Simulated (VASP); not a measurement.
Set up this calculation in VASP 6.6.1, as the native input.

| Quantity | Value |
| --- | --- |
| Task | single point |
| Functional | PBE |
| Potentials or basis | VASP PAW PBE potentials, release 64 (Ir) |
| Cutoff | 520 eV |
| k mesh | 15 × 15 × 4 |
| Occupations | fermi-dirac, width 0.1 eV |
| Spin | no spin polarisation |
| Dipole correction | no |
| Further INCAR settings | ALGO = Normal; EDIFF = 1e-06; NBANDS = 26 |

The structure of Ir lies in POSCAR:

```
Ir
1.0
    2.6251762264      0.0000000000      0.0000000000
   -1.3125881132      2.2734693015      0.0000000000
    0.0000000000      0.0000000000      8.5762203848
Ir
4
Direct
    1.0000000000      1.0000000000      0.0000000000
    1.0000000000      1.0000000000      0.5000000000
    0.3333333333      0.6666666667      0.2500000000
    0.6666666667      0.3333333333      0.7500000000
```

This cell differs from its parent crystal: volume scaled by 0.88.

The input as run:

INCAR

```
ALGO = Normal
EDIFF = 1E-6
ENCUT = 520
GGA = PE
ISIF = 2
ISMEAR = -1
LASPH = T
LCHARG = F
LREAL = F
LWAVE = F
NBANDS = 26
NELM = 60
PREC = Accurate
SIGMA = 0.1
```

KPOINTS

```
k-points
0
Gamma
  15 15 4
```

Potentials or basis: VASP PAW PBE potentials, release 64 (Ir).

The run is started by

```sh
$ cat potpaw_PBE.64/Ir/POTCAR > POTCAR
$ mpirun -np 1 vasp_std > vasp.out
```

Results of the run:

```json
{
  "Pressure": "62.1 GPa",
  "Band gap on the k mesh": "zero (band 18 reaches 13.47 eV, above the bottom of band 19 at 10.46 eV)"
}
```

Caveat: spin-orbit coupling is left out, which moves the levels of the heavy elements.

Run time: 2 min on 1 thread of Intel Xeon 8259CL, on a shared host, peak memory 0.22 GiB.
